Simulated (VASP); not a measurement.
# Ti3CuBr (Pm-3m) in VASP: notebook

Runs on Ti3CuBr. Level: PBE. Tasks: single point.

Everything below comes from runs of VASP 6.6.1. Logs are shortened: lines on timing, memory, paths and dates and some standing lists are left out, and cuts for length are marked.

## 1. The cell of the first run

Symmetry: Pm-3m, No. 221, cubic system. Conventional cell: a = 4.695 Å, b = 4.695 Å, c = 4.695 Å, α = 90.00°, β = 90.00°, γ = 90.00°. Ti (site symmetry 4/mmm) has 2 Cu at 2.35 Å within 3.1 Å. Within 3.1 Å of Cu (site symmetry m-3m) lie 6 Ti at 2.35 Å. Br (site symmetry m-3m) has 12 Ti at 3.32 Å and 8 Cu at 4.07 Å within 4.4 Å.

The cell was generated, and may not be a known phase.

## 2. Single point, PBE

The input, INCAR:

```
  ALGO = Normal
  EDIFF = 1E-7
  ENCUT = 520
  GGA = PE
  ISIF = 2
  ISMEAR = 0
  LASPH = True
  LCHARG = True
  LELF = True
  LREAL = False
  LVHAR = True
  LWAVE = False
  NBANDS = 35
  NELM = 60
  PREC = Accurate
  SIGMA = 0.1
```

The input, KPOINTS:

```
k-points
0
Gamma
  8 8 8
```

The input, POSCAR:

```
Ti3CuBr
1.0
    4.6947423276      0.0000000000      0.0000000000
    0.0000000000      4.6947423276      0.0000000000
    0.0000000000      0.0000000000      4.6947423276
Ti Cu Br
3 1 1
Direct
    0.0000000000      0.5000000000      0.5000000000
    0.5000000000      0.5000000000      0.0000000000
    0.5000000000      0.0000000000      0.5000000000
    0.5000000000      0.5000000000      0.5000000000
    0.0000000000      0.0000000000      0.0000000000
```

Potentials or basis: VASP PAW PBE potentials, release 64 (Ti_sv, Cu, Br).

The run is started by

```
$ cat potpaw_PBE.64/Ti_sv/POTCAR potpaw_PBE.64/Cu/POTCAR potpaw_PBE.64/Br/POTCAR > POTCAR
$ mpirun -np 1 vasp_std > vasp.out
```

OUTCAR:

```text
EDIFF = 1E-7
   ENCUT = 520
   GGA = PE
   ISIF = 2
   ISMEAR = 0
   LASPH = True
   LREAL = False
   NELM = 60
   PREC = Accurate

 ion  position               nearest neighbor table
   1  0.000  0.500  0.500-   4 2.35   4 2.35
   2  0.500  0.500  0.000-   4 2.35   4 2.35
   3  0.500  0.000  0.500-   4 2.35   4 2.35
   4  0.500  0.500  0.500-   1 2.35   2 2.35   3 2.35   2 2.35   3 2.35   1 2.35
   5  0.000  0.000  0.000-

  LATTYP: Found a simple cubic cell.
 ALAT       =     4.6947423276

  Lattice vectors:

 A1 = (   4.6947423276,   0.0000000000,   0.0000000000)
 A2 = (   0.0000000000,   4.6947423276,   0.0000000000)
 A3 = (   0.0000000000,   0.0000000000,   4.6947423276)

Analysis of symmetry for initial positions (statically):
=====================================================================
 Subroutine PRICEL returns:
 Original cell was already a primitive cell.

 Routine SETGRP: Setting up the symmetry group for a
 simple cubic supercell.

 Subroutine GETGRP returns: Found 48 space group operations
 (whereof 48 operations were pure point group operations)
 out of a pool of 48 trial point group operations.

The static configuration has the point symmetry O_h .

Analysis of symmetry for dynamics (positions and initial velocities):
=====================================================================
 Subroutine PRICEL returns:
 Original cell was already a primitive cell.

 Routine SETGRP: Setting up the symmetry group for a
 simple cubic supercell.

 Subroutine GETGRP returns: Found 48 space group operations
 (whereof 48 operations were pure point group operations)
 out of a pool of 48 trial point group operations.

The dynamic configuration has the point symmetry O_h .

 Subroutine INISYM returns: Found 48 space group operations
 (whereof 48 operations are pure point group operations),
 and found     1 'primitive' translations

----------------------------------------------------------------------------------------

                                     Primitive cell

  volume of cell :     103.4750

  direct lattice vectors                    reciprocal lattice vectors
     4.694742328  0.000000000  0.000000000     0.213004235  0.000000000  0.000000000
     0.000000000  4.694742328  0.000000000     0.000000000  0.213004235  0.000000000
     0.000000000  0.000000000  4.694742328     0.000000000  0.000000000  0.213004235

  length of vectors
     4.694742328  4.694742328  4.694742328     0.213004235  0.213004235  0.213004235

  position of ions in fractional coordinates (direct lattice)
     0.000000000  0.500000000  0.500000000
     0.500000000  0.500000000  0.000000000
     0.500000000  0.000000000  0.500000000
     0.500000000  0.500000000  0.500000000
     0.000000000  0.000000000  0.000000000

  ion indices of the primitive-cell ions
   primitive index   ion index
                 1           1
                 2           2
                 3           3
                 4           4
                 5           5

----------------------------------------------------------------------------------------

 KPOINTS: k-points

Automatic generation of k-mesh.
 Grid dimensions read from file:
 generate k-points for:    8    8    8

 Generating k-lattice:

  Cartesian coordinates                     Fractional coordinates (reciprocal lattice)
     0.026625529  0.000000000  0.000000000     0.125000000  0.000000000  0.000000000
     0.000000000  0.026625529  0.000000000     0.000000000  0.125000000  0.000000000
     0.000000000  0.000000000  0.026625529     0.000000000  0.000000000  0.125000000

  Length of vectors
     0.026625529  0.026625529  0.026625529

  Shift w.r.t. Gamma in fractional coordinates (k-lattice)
     0.000000000  0.000000000  0.000000000

 Subroutine IBZKPT returns following result:
 ===========================================

 Found     35 irreducible k-points:

 Following reciprocal coordinates:
            Coordinates               Weight
  0.000000  0.000000  0.000000      1.000000
  0.125000  0.000000  0.000000      6.000000
  0.250000  0.000000  0.000000      6.000000
  0.375000  0.000000  0.000000      6.000000
  0.500000  0.000000  0.000000      3.000000
  0.125000  0.125000  0.000000     12.000000
[... 16 lines left out ...]
  0.375000  0.375000  0.125000     24.000000
  0.500000  0.375000  0.125000     24.000000
 [... further k-points ...]
   k-points           NKPTS =     35   k-points in BZ     NKDIM =     35   number of bands    NBANDS=     35
   number of dos      NEDOS =    301   number of ions     NIONS =      5
   total plane-waves  NPLWV =  46656
   dimension x,y,z NGX =    36 NGY =   36 NGZ =   36
   dimension x,y,z NGXF=    72 NGYF=   72 NGZF=   72
   ions per type =               3   1   1
   NGX,Y,Z   is equivalent  to a cutoff of  12.75, 12.75, 12.75 a.u.
   NGXF,Y,Z  is equivalent  to a cutoff of  25.50, 25.50, 25.50 a.u.
 SYSTEM =  unknown system
   PREC   = accura    normal or accurate (medium, high low for compatibility)
   ISTART =      0    job   : 0-new  1-cont  2-samecut
   ICHARG =      2    charge: 1-file 2-atom 10-const
   ISPIN  =      1    spin polarized calculation?
   LNONCOLLINEAR =      F non collinear calculations
   LSORBIT =      F    spin-orbit coupling
   LASPH  =      T    aspherical Exc in radial PAW
   ENCUT  =  520.0 eV  38.22 Ry    6.18 a.u.   8.73  8.73  8.73*2*pi/ulx,y,z
   NELM   =     60;   NELMIN=  2; NELMDL= -5     # of ELM steps
   EDIFF  = 0.1E-06   stopping-criterion for ELM
   LREAL  =      F    real-space projection
   EDIFFG = 0.1E-05   stopping-criterion for IOM
   NSW    =      0    number of steps for IOM
   IBRION =     -1    ionic relax: 0-MD 1-quasi-New 2-CG
   NFREE  =      0    steps in history (QN), initial steepest desc. (CG)
   ISIF   =      2    stress and relaxation
   ISYM   =      2    0-nonsym 1-usesym 2-fastsym
   POTIM  = 0.5000    time-step for ionic-motion
   TEBEG  =    0.0;   TEEND  =   0.0 temperature during run
   PSTRESS=    0.0 pullay stress
   NELECT =      54.0000    total number of electrons
   NUPDOWN=      -1.0000    fix difference up-down
   EMIN   =  10.00;   EMAX   =-10.00  energy-range for DOS
   EFERMI =   0.00;   METHOD = LEGACY
   ISMEAR =     0;   SIGMA  =   0.10  broadening in eV -4-tet -1-fermi 0-gaus
   EFERMI_NEDOS =   21; number of points for ismear=-14 and -15
   IALGO  =     38    algorithm
   IMIX   =      4    mixing-type and parameters
     AMIX     =   0.40;   BMIX     =  1.00
     AMIX_MAG =   1.60;   BMIX_MAG =  1.00
  volume/ion in A,a.u.               =      20.69       139.66
  Fermi-wavevector in a.u.,A,eV,Ry     =   1.318037  2.490729 23.636340  1.737222
  Thomas-Fermi vector in A             =   2.448036
   LORBIT       =      0    0 simple, 1 ext, 2 COOP (PROOUT), +10 PAW based schemes
   GGA     = PE    functional components
   LHFCALC =     F    Hartree Fock is set to
   AEXX    =    0.0000 exact exchange contribution
   IVDW    =     0    specifies the selected vdW correction
   LEPSILON=     F    determine dielectric tensor
   LRPA    =     F    only Hartree local field effects (RPA)
 non-spin polarized calculation
 Gauss-broadening in eV      SIGMA  =   0.10
  energy-cutoff  :      520.00
  volume of cell :      103.47
 maximum number of plane-waves:      2809
 NGX is ok and might be reduce to    36
   NGX = 17   NGY = 17   NGZ = 17

 number of electron      53.9999998 magnetization

 Free energy of the ion-electron system (eV)
  ---------------------------------------------------
  ext. energy  EPLUGINS =         0.00000000
  ---------------------------------------------------
  free energy    TOTEN  =       -25.59767338 eV

  energy without entropy =      -25.53823473  energy(sigma->0) =      -25.56795405

 E-fermi :   6.2621     XC(G=0): -10.3338

 val. band max:        6.2586619886   @ k =   0.5000   0.0000   0.0000
 cond. band min:       6.2673108333   @ k =   0.5000   0.1250   0.1250
 fundamental gap:      0.0086488447
 Fermi energy:         6.2621083215

 k-point     1 :       0.0000    0.0000    0.0000
  band No.  band energies     occupation
      1     -51.2055      2.00000
      2     -51.1824      2.00000
      3     -51.1824      2.00000
      4     -27.5137      2.00000
      5     -27.5137      2.00000
      6     -27.5137      2.00000
[... 27 lines left out ...]
     34       8.2091      0.00000
     35       8.2102      0.00000

 k-point     2 :       0.1250    0.0000    0.0000
  band No.  band energies     occupation
      1     -51.2047      2.00000
      2     -51.1831      2.00000
      3     -51.1824      2.00000
      4     -27.5112      2.00000
      5     -27.5112      2.00000
      6     -27.5104      2.00000
[... 27 lines left out ...]
     34       7.6484      0.00000
     35       8.0399      0.00000

 k-point     3 :       0.2500    0.0000    0.0000
  band No.  band energies     occupation
      1     -51.2024      2.00000
      2     -51.1850      2.00000
      3     -51.1824      2.00000
      4     -27.5044      2.00000
      5     -27.5044      2.00000
      6     -27.5011      2.00000
[... 27 lines left out ...]
     34       7.3571      0.00000
     35       7.7668      0.00000
[... 723 lines left out ...]
 k-point    23 :       0.3750    0.3750    0.1250
  band No.  band energies     occupation
      1     -51.1940      2.00000
      2     -51.1882      2.00000
      3     -51.1863      2.00000
      4     -27.5172      2.00000
      5     -27.4986      2.00000
      6     -27.4892      2.00000
[... 27 lines left out ...]
     34       7.4249      0.00000
     35       7.4329      0.00000

 k-point    24 :       0.5000    0.3750    0.1250
  band No.  band energies     occupation
      1     -51.1924      2.00000
      2     -51.1892      2.00000
      3     -51.1869      2.00000
      4     -27.5191      2.00000
      5     -27.4966      2.00000
      6     -27.4903      2.00000
[... 27 lines left out ...]
     34       7.4302      0.00000
     35       7.4922      0.00000

 [... further k-points ...]

------------------------ aborting loop because EDIFF is reached ----------------------------------------

  FORCE on cell =-STRESS in cart. coord.  units (eV):
  Direction    XX          YY          ZZ          XY          YZ          ZX
  --------------------------------------------------------------------------------------
  -------------------------------------------------------------------------------------
  Total        0.0260279      0.0260279      0.0260279     -0.0000000     -0.0000000      0.0000000
  in kB        0.4030081      0.4030081      0.4030081     -0.0000000     -0.0000000      0.0000000
  external PRESSURE =       0.4030081 kB  Pullay stress =       0.0000000 kB

 VOLUME and BASIS-vectors are now :
 -----------------------------------------------------------------------------
  energy-cutoff  :      520.00
  volume of cell :      103.47
      direct lattice vectors                 reciprocal lattice vectors
     4.694742328  0.000000000  0.000000000     0.213004235  0.000000000  0.000000000
     0.000000000  4.694742328  0.000000000     0.000000000  0.213004235  0.000000000
     0.000000000  0.000000000  4.694742328     0.000000000  0.000000000  0.213004235

 POSITION                                       TOTAL-FORCE (eV/Angst)
 -----------------------------------------------------------------------------------
      0.00000      2.34737      2.34737         0.000000      0.000000      0.000000
      2.34737      2.34737      0.00000         0.000000      0.000000      0.000000
      2.34737      0.00000      2.34737         0.000000      0.000000      0.000000
      2.34737      2.34737      2.34737         0.000000      0.000000      0.000000
      0.00000      0.00000      0.00000         0.000000      0.000000      0.000000
 -----------------------------------------------------------------------------------
    total drift:                                0.000000      0.000000      0.000000

  FREE ENERGIE OF THE ION-ELECTRON SYSTEM (eV)
  ---------------------------------------------------
  free  energy   TOTEN  =       -25.5976733793 eV

  energy  without entropy=      -25.5382347272  energy(sigma->0) =      -25.56795405
```

Run time: 91 s. Hardware: 1 thread of Intel Xeon 6975P-C (Granite Rapids), shared host; peak memory 0.27 GiB.

Results:

```yaml
Free_energy: -25.5977 eV
Pressure: 0.0 GPa
Band_gap_on_the_k_mesh: zero (bands 27 and 28 overlap by 0.64 eV)
```

Levels at points of the mesh, in eV from the Fermi level:
```csv
k point,band 24,band 25,band 26,band 27,band 28,band 29,band 30,band 31
"(0.00, 0.00, 0.00)",-1.30,-1.30,-0.27,-0.27,-0.27,0.91,0.91,0.91
"(0.50, 0.00, 0.00)",-0.74,-0.74,-0.46,-0.01,0.00,0.07,0.45,0.73
"(0.50, 0.50, 0.00)",-1.54,-1.24,0.29,0.29,0.43,0.49,0.49,0.68
"(0.50, 0.50, 0.50)",-2.77,-2.77,-0.25,0.12,0.12,0.12,0.38,0.38
```

## 3. Single point, PBE, collinear spin

This run uses another cell than the first one, of 17.13 Å³/atom.

The input, INCAR:

```
PREC     = Accurate       # precision mode
ENCUT    = 520            # plane-wave cutoff, eV
EDIFF    = 1E-6           # SCF threshold, eV
ISMEAR   = 0              # smearing method
SIGMA    = 0.1            # smearing width, eV
LREAL    = False          # projectors in reciprocal space
LASPH    = True           # aspherical terms in the spheres
NELM     = 150            # most SCF steps
ALGO     = Normal         # electronic algorithm
ISIF     = 2              # what is computed and relaxed
LWAVE    = False          # write WAVECAR
LCHARG   = True           # write CHGCAR
ISPIN    = 2              # spin polarisation
MAGMOM   = 1 1 1 1 0      # initial moments
LORBIT   = 11             # projections on sites
LMAXMIX  = 4              # l up to which the mixer works
GGA      = PE             # functional
LELF     = True           # ELF
LVHAR    = True         
NBANDS   = 39             # bands
```

The input, KPOINTS:

```
Automatic mesh
0
Gamma
  4 4 4
```

Edit POSCAR of step 2 so:

```diff
@@ -2,5 +2,5 @@
 1.0
-    4.6947423276      0.0000000000      0.0000000000
-    0.0000000000      4.6947423276      0.0000000000
-    0.0000000000      0.0000000000      4.6947423276
+    4.4080280700      0.0000000000      0.0000000000
+    0.0000000000      4.4080280700      0.0000000000
+    0.0000000000      0.0000000000      4.4080280700
 Ti Cu Br
```

Potentials or basis: VASP PAW PBE potentials, release 64 (Ti_sv, Cu, Br).

The run is started by

```
$ cat potpaw_PBE.64/Ti_sv/POTCAR potpaw_PBE.64/Cu/POTCAR potpaw_PBE.64/Br/POTCAR > POTCAR
$ mpirun -np 1 vasp_std > vasp.out
```

Run time: 72 s. Hardware: 1 thread of Intel Xeon 6975P-C (Granite Rapids), shared host; peak memory 0.26 GiB.

The run converged. Its results:

- Free energy: -24.6002 eV
- Pressure: 20.4 GPa
- Band gap on the k mesh: zero (filled and empty bands overlap)
- Net moment: 0.01 μB per cell
- Valence electrons inside the program's atomic spheres: Ti 10.34; Cu 10.69; Br 4.77

Levels at points of the mesh, in eV from the Fermi level:
Spin up:
| k point | band 24 | band 25 | band 26 | band 27 | band 28 | band 29 | band 30 | band 31 |
| --- | --- | --- | --- | --- | --- | --- | --- | --- |
| (0.00, 0.00, 0.00) | -1.80 | -1.40 | -0.37 | -0.37 | -0.37 | 1.14 | 1.14 | 1.14 |
| (0.50, 0.00, 0.00) | -0.89 | -0.89 | -0.76 | -0.02 | 0.02 | 0.12 | 0.43 | 0.99 |
| (0.50, 0.50, 0.00) | -1.73 | -1.52 | 0.36 | 0.36 | 0.60 | 0.60 | 0.69 | 0.77 |
| (0.50, 0.50, 0.50) | -3.25 | -2.48 | -0.22 | 0.10 | 0.10 | 0.10 | 0.39 | 0.39 |
Spin down:
```csv
k point,band 23,band 24,band 25,band 26,band 27,band 28,band 29,band 30,band 31,band 32
"(0.00, 0.00, 0.00)",-1.79,-1.79,-1.39,-0.37,-0.37,-0.37,1.14,1.14,1.14,2.40
"(0.50, 0.00, 0.00)",-1.98,-0.89,-0.89,-0.76,-0.02,0.03,0.12,0.43,0.99,0.99
"(0.50, 0.50, 0.00)",-1.73,-1.73,-1.52,0.36,0.36,0.60,0.60,0.69,0.77,0.97
"(0.50, 0.50, 0.50)",-3.25,-3.25,-2.48,-0.21,0.11,0.11,0.11,0.39,0.39,0.39
```

Caveat: the cell stands under pressure.

## 4. Single point, PBE, collinear spin

The input, INCAR:

```
SYSTEM = Ti3CuBr
PREC = Accurate
ENCUT = 520
EDIFF = 1E-6
ISMEAR = 0
SIGMA = 0.1
LREAL = .False.
LASPH = .True.
NELM = 150
ALGO = Normal
ISIF = 2
LWAVE = .False.
LCHARG = .True.
ISPIN = 2
MAGMOM = 1 1 1 1 0
LORBIT = 11
LMAXMIX = 4
GGA = PE
LELF = .True.
LVHAR = .True.
NBANDS = 39
```

The input, KPOINTS:

```
Automatic mesh
0
Gamma
  4 4 4
  0 0 0
```

Edit POSCAR of step 3 so:

```diff
@@ -2,5 +2,5 @@
 1.0
-    4.4080280700      0.0000000000      0.0000000000
-    0.0000000000      4.4080280700      0.0000000000
-    0.0000000000      0.0000000000      4.4080280700
+    4.6931464865      0.0000000000      0.0000000000
+    0.0000000000      4.6931464865      0.0000000000
+    0.0000000000      0.0000000000      4.6931464865
 Ti Cu Br
```

The run is started by

```
$ cat potpaw_PBE.64/Ti_sv/POTCAR potpaw_PBE.64/Cu/POTCAR potpaw_PBE.64/Br/POTCAR > POTCAR
$ mpirun -np 1 vasp_std > vasp.out
```

Run time: 53 s. Hardware: 1 thread of Intel Xeon 6975P-C (Granite Rapids), shared host; peak memory 0.26 GiB.

Results (log left out):

- Free energy: -25.6791 eV
- Pressure: 1.5 GPa
- Net moment: 2.70 μB per cell
- Site moments: Ti +0.65; Cu +0.03; Br +0.02 μB
- Valence electrons inside the program's atomic spheres: Ti 10.15; Cu 10.39; Br 4.75

Levels at points of the mesh, in eV from the Fermi level:
Spin up:
| k point | band 24 | band 25 | band 26 | band 27 | band 28 | band 29 | band 30 | band 31 | band 32 | band 33 |
| --- | --- | --- | --- | --- | --- | --- | --- | --- | --- | --- |
| (0.00, 0.00, 0.00) | -1.80 | -1.66 | -0.47 | -0.47 | -0.47 | 0.68 | 0.68 | 0.68 | 1.24 | 1.69 |
| (0.50, 0.00, 0.00) | -0.98 | -0.92 | -0.92 | -0.52 | -0.26 | -0.14 | 0.22 | 0.47 | 0.51 | 0.51 |
| (0.50, 0.50, 0.00) | -1.70 | -1.43 | -0.18 | -0.18 | 0.19 | 0.19 | 0.27 | 0.27 | 0.39 | 0.83 |
| (0.50, 0.50, 0.50) | -2.95 | -2.85 | -0.48 | -0.33 | -0.33 | -0.33 | 0.11 | 0.11 | 0.11 | 0.92 |
Spin down:
| k point | band 22 | band 23 | band 24 | band 25 | band 26 | band 27 | band 28 | band 29 |
| --- | --- | --- | --- | --- | --- | --- | --- | --- |
| (0.00, 0.00, 0.00) | -4.79 | -1.05 | -0.85 | -0.85 | -0.09 | -0.09 | -0.09 | 1.13 |
| (0.50, 0.00, 0.00) | -3.73 | -1.92 | -0.58 | -0.58 | 0.02 | 0.26 | 0.28 | 0.51 |
| (0.50, 0.50, 0.00) | -3.77 | -1.41 | -1.41 | -1.09 | 0.63 | 0.71 | 0.71 | 0.74 |
| (0.50, 0.50, 0.50) | -2.80 | -2.64 | -2.64 | -2.64 | -0.07 | 0.54 | 0.54 | 0.54 |

## 5. Overview

```csv
spin,cell,k mesh,gap on the mesh (eV),pressure (GPa),moment (μB)
off,"a = 4.695 Å, 5 atoms",8 × 8 × 8,none,0.0,-
collinear,"a = 4.408 Å, 5 atoms",4 × 4 × 4,none,20.4,0.01
collinear,"a = 4.693 Å, 5 atoms",4 × 4 × 4,none,1.5,2.70
```

Alike in all rows: task single point; level PBE; potentials or basis VASP PAW PBE potentials, release 64 (Ti_sv, Cu, Br); cutoff (eV) 520; smearing gaussian 0.1 eV.

Caveats: the cell stands under pressure (at least some runs).

Total energies depend on the potentials used, so only differences within one code and one set of settings carry meaning.

The gap in the log of VASP goes by the Fermi energy; the results here count the filled bands.